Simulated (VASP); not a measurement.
# Ir (Pm-3m) in VASP: notebook

Ir is run at these levels: LDA; tasks: single point, relaxation of cell and atoms.

All numbers are computed with VASP 6.6.1; they aren't measurements. Logs are shortened: lines on timing, memory, paths and dates and some standing lists are left out, and cuts for length are marked.

**1. The cell of the first run**

Symmetry: Pm-3m, No. 221, cubic system. Conventional cell: a = 2.193 Å, b = 2.193 Å, c = 2.193 Å, α = 90.00°, β = 90.00°, γ = 90.00°. Within 2.9 Å of Ir (site symmetry m-3m) lie 6 Ir at 2.19 Å.

**2. Single point, LDA**

File INCAR:

```
SYSTEM = Ir
PREC = Accurate
ENCUT = 520
EDIFF = 1E-6
ISMEAR = -1
SIGMA = 0.08
LREAL = .False.
LASPH = .True.
NELM = 100
ALGO = Normal
ISIF = 2
LWAVE = .False.
LCHARG = .False.
GGA = CA
NBANDS = 10
```

File KPOINTS:

```
regular mesh
0
Gamma
  17 17 17
  0 0 0
```

File POSCAR:

```
Ir
1.0
    2.1926357353      0.0000000000      0.0000000000
    0.0000000000      2.1926357353      0.0000000000
    0.0000000000      0.0000000000      2.1926357353
Ir
1
Direct
    0.0000000000      0.0000000000      0.0000000000
```

Potentials or basis: VASP PAW LDA potentials, release 64 (Ir).

Run with:

```console
$ cat potpaw_LDA.64/Ir/POTCAR > POTCAR
$ mpirun -np 1 vasp_std > vasp.out
```

OUTCAR:

```text
SYSTEM = Ir
   PREC = Accurate
   ENCUT = 520
   EDIFF = 1E-6
   ISMEAR = -1
   LREAL = .False.
   LASPH = .True.
   NELM = 100
   ISIF = 2
   GGA = CA

 ion  position               nearest neighbor table
   1  0.000  0.000  0.000-

  LATTYP: Found a simple cubic cell.
 ALAT       =     2.1926357353

  Lattice vectors:

 A1 = (   2.1926357353,   0.0000000000,   0.0000000000)
 A2 = (   0.0000000000,   2.1926357353,   0.0000000000)
 A3 = (   0.0000000000,   0.0000000000,   2.1926357353)

Analysis of symmetry for initial positions (statically):
=====================================================================
 Subroutine PRICEL returns:
 Original cell was already a primitive cell.

 Routine SETGRP: Setting up the symmetry group for a
 simple cubic supercell.

 Subroutine GETGRP returns: Found 48 space group operations
 (whereof 48 operations were pure point group operations)
 out of a pool of 48 trial point group operations.

The static configuration has the point symmetry O_h .

Analysis of symmetry for dynamics (positions and initial velocities):
=====================================================================
 Subroutine PRICEL returns:
 Original cell was already a primitive cell.

 Routine SETGRP: Setting up the symmetry group for a
 simple cubic supercell.

 Subroutine GETGRP returns: Found 48 space group operations
 (whereof 48 operations were pure point group operations)
 out of a pool of 48 trial point group operations.

The dynamic configuration has the point symmetry O_h .

 Subroutine INISYM returns: Found 48 space group operations
 (whereof 48 operations are pure point group operations),
 and found     1 'primitive' translations

----------------------------------------------------------------------------------------

                                     Primitive cell

  volume of cell :      10.5414

  direct lattice vectors                    reciprocal lattice vectors
     2.192635735  0.000000000  0.000000000     0.456072107  0.000000000  0.000000000
     0.000000000  2.192635735  0.000000000     0.000000000  0.456072107  0.000000000
     0.000000000  0.000000000  2.192635735     0.000000000  0.000000000  0.456072107

  length of vectors
     2.192635735  2.192635735  2.192635735     0.456072107  0.456072107  0.456072107

  position of ions in fractional coordinates (direct lattice)
     0.000000000  0.000000000  0.000000000

  ion indices of the primitive-cell ions
   primitive index   ion index
                 1           1

----------------------------------------------------------------------------------------

 KPOINTS: regular mesh

Automatic generation of k-mesh.
 Grid dimensions read from file:
 generate k-points for:   17   17   17

 Generating k-lattice:

  Cartesian coordinates                     Fractional coordinates (reciprocal lattice)
     0.026827771  0.000000000  0.000000000     0.058823529  0.000000000  0.000000000
     0.000000000  0.026827771  0.000000000     0.000000000  0.058823529  0.000000000
     0.000000000  0.000000000  0.026827771     0.000000000  0.000000000  0.058823529

  Length of vectors
     0.026827771  0.026827771  0.026827771

  Shift w.r.t. Gamma in fractional coordinates (k-lattice)
     0.000000000  0.000000000  0.000000000

 Subroutine IBZKPT returns following result:
 ===========================================

 Found    165 irreducible k-points:

 Following reciprocal coordinates:
            Coordinates               Weight
  0.000000  0.000000  0.000000      1.000000
  0.058824  0.000000  0.000000      6.000000
  0.117647  0.000000  0.000000      6.000000
  0.176471  0.000000  0.000000      6.000000
  0.235294  0.000000  0.000000      6.000000
  0.294118  0.000000  0.000000      6.000000
[... 16 lines left out ...]
  0.411765  0.117647  0.000000     24.000000
  0.470588  0.117647  0.000000     24.000000
 [... further k-points ...]
   k-points           NKPTS =    165   k-points in BZ     NKDIM =    165   number of bands    NBANDS=     10
   number of dos      NEDOS =    301   number of ions     NIONS =      1
   total plane-waves  NPLWV =   4096
   dimension x,y,z NGX =    16 NGY =   16 NGZ =   16
   dimension x,y,z NGXF=    32 NGYF=   32 NGZF=   32
   ions per type =               1
   NGX,Y,Z   is equivalent  to a cutoff of  12.13, 12.13, 12.13 a.u.
   NGXF,Y,Z  is equivalent  to a cutoff of  24.26, 24.26, 24.26 a.u.
 SYSTEM =  Ir
   PREC   = accura    normal or accurate (medium, high low for compatibility)
   ISTART =      0    job   : 0-new  1-cont  2-samecut
   ICHARG =      2    charge: 1-file 2-atom 10-const
   ISPIN  =      1    spin polarized calculation?
   LNONCOLLINEAR =      F non collinear calculations
   LSORBIT =      F    spin-orbit coupling
   LASPH  =      T    aspherical Exc in radial PAW
   ENCUT  =  520.0 eV  38.22 Ry    6.18 a.u.   4.08  4.08  4.08*2*pi/ulx,y,z
   NELM   =    100;   NELMIN=  2; NELMDL= -5     # of ELM steps
[... 117 lines left out ...]
     10      39.2434      0.00000

 k-point     6 :       0.2941    0.0000    0.0000
  band No.  band energies     occupation
      1       4.6598      2.00000
      2       5.5647      2.00000
      3      10.4590      2.00000
      4      14.6489      2.00000
      5      14.6489      2.00000
      6      19.4341      0.00000
      7      26.8699      0.00000
      8      34.9685      0.00000
      9      40.6954      0.00000
     10      40.6954      0.00000

 k-point     7 :       0.3529    0.0000    0.0000
  band No.  band energies     occupation
      1       5.2733      2.00000
      2       5.8148      2.00000
      3      12.0445      2.00000
      4      13.8068      2.00000
      5      13.8068      2.00000
      6      19.5486      0.00000
      7      26.3454      0.00000
      8      33.5105      0.00000
      9      42.0053      0.00000
     10      42.0053      0.00000

 k-point     8 :       0.4118    0.0000    0.0000
  band No.  band energies     occupation
      1       5.7832      2.00000
      2       6.0107      2.00000
      3      13.0534      2.00000
      4      13.2168      2.00000
      5      13.2168      2.00000
      6      19.6360      0.00000
      7      26.6736      0.00000
      8      32.5055      0.00000
      9      42.1377      0.00000
     10      43.0568      0.00000

 k-point     9 :       0.4706    0.0000    0.0000
  band No.  band energies     occupation
      1       6.0815      2.00000
      2       6.1186      2.00000
      3      12.9135      2.00000
      4      12.9135      2.00000
      5      13.4678      2.00000
      6      19.6833      0.00000
      7      27.3155      0.00000
      8      31.9920      0.00000
      9      40.5690      0.00000
     10      43.6706      0.00000
[... 118 lines left out ...]
 k-point    19 :       0.1765    0.1176    0.0000
  band No.  band energies     occupation
      1       4.0367      2.00000
      2       5.8463      2.00000
      3       7.1923      2.00000
      4      15.6148      1.99679
      5      16.8883      0.00015
      6      18.1715      0.00000
      7      31.2605      0.00000
      8      34.5448      0.00000
      9      39.2204      0.00000
     10      39.7915      0.00000

 k-point    20 :       0.2353    0.1176    0.0000
  band No.  band energies     occupation
      1       4.6077      2.00000
      2       6.1498      2.00000
      3       8.7452      2.00000
      4      14.6133      2.00000
      5      15.7921      1.97096
      6      18.2942      0.00000
      7      29.3425      0.00000
      8      35.6006      0.00000
      9      38.1110      0.00000
     10      40.7550      0.00000

 k-point    21 :       0.2941    0.1176    0.0000
  band No.  band energies     occupation
      1       5.1748      2.00000
      2       6.4771      2.00000
      3      10.0921      2.00000
      4      14.1608      2.00000
      5      14.7756      2.00000
      6      18.4358      0.00000
      7      27.8530      0.00000
      8      35.6961      0.00000
      9      37.4961      0.00000
     10      42.2414      0.00000

 k-point    22 :       0.3529    0.1176    0.0000
  band No.  band energies     occupation
      1       5.6964      2.00000
      2       6.8339      2.00000
      3      10.4146      2.00000
      4      13.9440      2.00000
      5      14.7781      2.00000
      6      18.5682      0.00000
      7      27.0112      0.00000
      8      34.6277      0.00000
      9      38.2572      0.00000
     10      43.5905      0.00000

 k-point    23 :       0.4118    0.1176    0.0000
  band No.  band energies     occupation
      1       6.0936      2.00000
      2       7.2061      2.00000
      3      10.0544      2.00000
      4      13.3598      2.00000
      5      15.7709      1.97765
      6      18.6703      0.00000
      7      26.9362      0.00000
      8      33.7353      0.00000
      9      39.1003      0.00000
     10      43.6690      0.00000

 k-point    24 :       0.4706    0.1176    0.0000
  band No.  band energies     occupation
      1       6.3013      2.00000
      2       7.4948      2.00000
      3       9.7019      2.00000
      4      13.0593      2.00000
      5      16.3286      0.15346
      6      18.7258      0.00000
      7      27.2789      0.00000
      8      33.2549      0.00000
      9      39.8504      0.00000
     10      41.5877      0.00000

 [... further k-points ...]
[... 5 lines left out ...]
  --------------------------------------------------------------------------------------
  -------------------------------------------------------------------------------------
  Total       22.1955848     22.1955848     22.1955848      0.0000000      0.0000000     -0.0000000
  in kB     3373.4766738   3373.4766738   3373.4766738      0.0000000      0.0000000     -0.0000000
  external PRESSURE =    3373.4766738 kB  Pullay stress =       0.0000000 kB

 VOLUME and BASIS-vectors are now :
 -----------------------------------------------------------------------------
  energy-cutoff  :      520.00
  volume of cell :       10.54
      direct lattice vectors                 reciprocal lattice vectors
     2.192635735  0.000000000  0.000000000     0.456072107  0.000000000  0.000000000
     0.000000000  2.192635735  0.000000000     0.000000000  0.456072107  0.000000000
     0.000000000  0.000000000  2.192635735     0.000000000  0.000000000  0.456072107

 POSITION                                       TOTAL-FORCE (eV/Angst)
 -----------------------------------------------------------------------------------
      0.00000      0.00000      0.00000         0.000000      0.000000      0.000000
 -----------------------------------------------------------------------------------
    total drift:                               -0.000000      0.000000      0.000000

  FREE ENERGIE OF THE ION-ELECTRON SYSTEM (eV)
  ---------------------------------------------------
  free  energy   TOTEN  =        -5.2314749672 eV

  energy  without entropy=       -5.2191736045  energy(sigma->0) =       -5.22532429
```

Run time: 5.9 s. Hardware: 1 thread of AMD EPYC 9R45 (Zen 5), shared host; peak memory 0.09 GiB.

Results:

- Free energy: -5.2315 eV
- Pressure: 337.3 GPa

Levels at points of the mesh, in eV from the Fermi level:
| k point | band 2 | band 3 | band 4 | band 5 | band 6 | band 7 | band 8 | band 9 |
| --- | --- | --- | --- | --- | --- | --- | --- | --- |
| (0.00, 0.00, 0.00) | -11.44 | -11.44 | 2.88 | 2.88 | 2.88 | 18.86 | 18.86 | 18.86 |

Caveat: spin-orbit coupling is left out, which moves the levels of the heavy elements.

**3. Single point, LDA**

File INCAR:

```
  ALGO = Normal
  EDIFF = 1E-7
  ENCUT = 520
  GGA = CA
  ISIF = 2
  ISMEAR = -1
  LASPH = True
  LCHARG = False
  LREAL = False
  LWAVE = False
  NBANDS = 10
  NELM = 100
  PREC = Accurate
  SIGMA = 0.08
```

File KPOINTS:

```
k-points
0
Gamma
  17 17 17
```

File POSCAR:

```
Ir
1.0
    2.1922333064      0.0000000000      0.0000000000
    0.0000000000      2.1922333064      0.0000000000
    0.0000000000      0.0000000000      2.1922333064
Ir
1
Direct
    0.0000000000      0.0000000000      0.0000000000
```

Potentials or basis: VASP PAW LDA potentials, release 64 (Ir).

Run with:

```console
$ cat potpaw_LDA.64/Ir/POTCAR > POTCAR
$ mpirun -np 1 vasp_std > vasp.out
```

Run time: 6.1 s. Hardware: 1 thread of AMD EPYC 9R45 (Zen 5), shared host; peak memory 0.09 GiB.

Results (log left out):

| Property | Result |
| --- | --- |
| Free energy | -5.2192 eV |
| Pressure | 338.2 GPa |

Levels at points of the mesh, in eV from the Fermi level:
```
           k point  band 1  band 2  band 3  band 4  band 5  band 6  band 7  band 8  band 9  band 10
(0.00, 0.00, 0.00)  -13.95  -11.45  -11.45    2.88    2.88    2.88   18.87   18.87   18.87    27.80
```

Caveat: spin-orbit coupling is left out, which moves the levels of the heavy elements.

**4. Relaxation of cell and atoms, LDA, target pressure 340 GPa, at which the enthalpy is minimised**

This run uses another cell than the first one, of 10.06 Å³/atom, 0.954 times its volume.

File INCAR:

```
  ALGO = Normal
  EDIFF = 1E-7
  EDIFFG = -0.005
  ENCUT = 600
  IBRION = 2
  ISIF = 3
  ISMEAR = -1
  LASPH = T
  LCHARG = F
  LREAL = F
  LWAVE = F
  NELM = 100
  NSW = 60
  PREC = Accurate
  PSTRESS = 3400.0
  SIGMA = 0.08
```

KPOINTS is that of step 3.

File POSCAR:

```
Ir
1.0
    2.1588537688      0.0000000000      0.0000000000
    0.0000000000      2.1588537688      0.0000000000
    0.0000000000      0.0000000000      2.1588537688
Ir
1
Direct
    0.0000000000      0.0000000000      0.0000000000
```

Run with:

```console
$ cat potpaw_LDA.64/Ir/POTCAR > POTCAR
$ mpirun -np 1 vasp_std > vasp.out
```

Run time: 38 s. Hardware: 1 thread of AMD EPYC 9R45 (Zen 5), shared host; peak memory 0.11 GiB.

The run converged. Its results:

| Quantity | Value |
| --- | --- |
| Free energy | -5.1941 eV |
| Relaxed volume | 10.52 Å³/atom |
| Relaxed cell | a = 2.191 Å, b = 2.191 Å, c = 2.191 Å, α = 90.00°, β = 90.00°, γ = 90.00° |
| Space group after relaxing (to 0.05 Å) | Pm-3m (No. 221) |
| Energy change on relaxing (the enthalpy is what falls) | -1082.8 meV/atom |
| Ionic steps | 15 |
| Pressure after relaxing | 340.0 GPa |

The path:
| step | energy change (eV) | largest force (eV/Å) | pressure (GPa) | volume (Å³) |
| --- | --- | --- | --- | --- |
| 1 | 0.0000 | 0.0000 | 413.22 | 10.06 |
| 2 | -4.9477 | 0.0000 | -26.26 | 18.35 |
| 3 | -1.4677 | 0.0000 | 313.73 | 10.71 |
| 4 | -1.0959 | 0.0000 | 339.15 | 10.53 |
| 5 | -1.0757 | 0.0000 | 340.51 | 10.52 |
| 6 | -1.0764 | 0.0000 | 340.48 | 10.52 |
| 7 | -1.0783 | 0.0000 | 340.34 | 10.52 |
| 8 | -1.0783 | 0.0000 | 340.34 | 10.52 |
| 9 | -1.0784 | 0.0000 | 340.34 | 10.52 |
| 10 | -1.0784 | 0.0000 | 340.33 | 10.52 |
| 11 | -1.0786 | 0.0000 | 340.32 | 10.52 |
| 12 | -1.0788 | 0.0000 | 340.31 | 10.52 |
| 13 | -1.0794 | 0.0000 | 340.27 | 10.52 |
| 14 | -1.0805 | 0.0000 | 340.20 | 10.52 |
| 15 | -1.0828 | 0.0000 | 340.04 | 10.52 |

Final structure:
```
Ir
1.0
     2.19140    0.00000    0.00000
     0.00000    2.19140    0.00000
     0.00000    0.00000    2.19140
Ir
1
Direct
  0.00000 0.00000 0.00000
```

Levels at points of the mesh, in eV from the Fermi level:
```tsv
k point	band 2	band 3	band 4	band 5	band 6	band 7	band 8
(0.00, 0.00, 0.00)	-11.47	-11.47	2.88	2.88	2.88	18.88	18.88
```

Caveat: the cell is relaxed towards a set pressure, so the enthalpy falls and the energy may rise; spin-orbit coupling is left out, which moves the levels of the heavy elements.

**5. Relaxation of cell and atoms, LDA, target pressure 340 GPa, at which the enthalpy is minimised**

File INCAR:

```
ALGO = Normal ; EDIFF = 1E-6
EDIFFG = -0.005 ; ENCUT = 600
IBRION = 2 ; ISIF = 3
ISMEAR = -1 ; LASPH = True
LCHARG = False ; LREAL = False
LWAVE = False ; NELM = 80
NSW = 32 ; PREC = Accurate
PSTRESS = 3400.0 ; SIGMA = 0.08
```

KPOINTS is that of step 4.

File POSCAR:

```
Ir
1.0
    2.1926357353      0.0000000000      0.0000000000
    0.0000000000      2.1926357353      0.0000000000
    0.0000000000      0.0000000000      2.1926357353
Ir
1
Direct
    0.0000000000      0.0000000000      0.0000000000
```

Run with:

```console
$ cat potpaw_LDA.64/Ir/POTCAR > POTCAR
$ mpirun -np 1 vasp_std > vasp.out
```

Run time: 14 s. Hardware: 1 thread of AMD EPYC 9R45 (Zen 5), shared host; peak memory 0.1 GiB.

Results (log left out):

| Property | Result |
| --- | --- |
| Free energy | -5.1953 eV |
| Relaxed volume | 10.52 Å³/atom |
| Relaxed cell | a = 2.191 Å, b = 2.191 Å, c = 2.191 Å, α = 90.00°, β = 90.00°, γ = 90.00° |
| Space group after relaxing (to 0.05 Å) | Pm-3m (No. 221) |
| Energy change on relaxing (the enthalpy is what falls) | +36.5 meV/atom |
| Ionic steps | 3 |
| Pressure after relaxing | 340.0 GPa |

Step by step:
```tsv
step	energy change (eV)	largest force (eV/Å)	pressure (GPa)	volume (Å³)
1	0.0000	0.0000	337.49	10.54
2	0.5563	0.0000	375.21	10.29
3	0.0365	0.0000	339.96	10.52
```

Final structure:
```xyz
1
Lattice="2.1914 0.0000 0.0000 0.0000 2.1914 0.0000 0.0000 0.0000 2.1914" Properties=species:S:1:pos:R:3 pbc="T T T"
Ir    0.0000    0.0000    0.0000
```

Levels at points of the mesh, in eV from the Fermi level:
| k point | band 3 | band 4 | band 5 | band 6 | band 7 | band 8 |
| --- | --- | --- | --- | --- | --- | --- |
| (0.00, 0.00, 0.00) | -11.47 | 2.88 | 2.88 | 2.88 | 18.88 | 18.88 |

Caveat: the cell is relaxed towards a set pressure, so the enthalpy falls and the energy may rise; spin-orbit coupling is left out, which moves the levels of the heavy elements.

**6. The runs side by side**

| task | cell | cutoff (eV) | gap on the mesh (eV) | pressure (GPa) |
| --- | --- | --- | --- | --- |
| single point | a = 2.193 Å, 1 atom | 520 | none | 337.3 |
| single point | a = 2.192 Å, 1 atom | 520 | none | 338.2 |
| relaxation of cell and atoms | relaxed to 340 GPa from a = 2.159 Å, 1 atom | 600 | none | 340.0 |
| relaxation of cell and atoms | relaxed to 340 GPa from a = 2.193 Å, 1 atom | 600 | none | 340.0 |

Alike in all rows: level LDA; potentials or basis VASP PAW LDA potentials, release 64 (Ir); no spin polarisation; k mesh 17 × 17 × 17; smearing fermi-dirac 0.08 eV.

Caveats: spin-orbit coupling is left out, which moves the levels of the heavy elements; the cell is relaxed towards a set pressure, so the enthalpy falls and the energy may rise (some runs).

Total energies depend on the potentials used, so only differences within one code and one set of settings carry meaning.
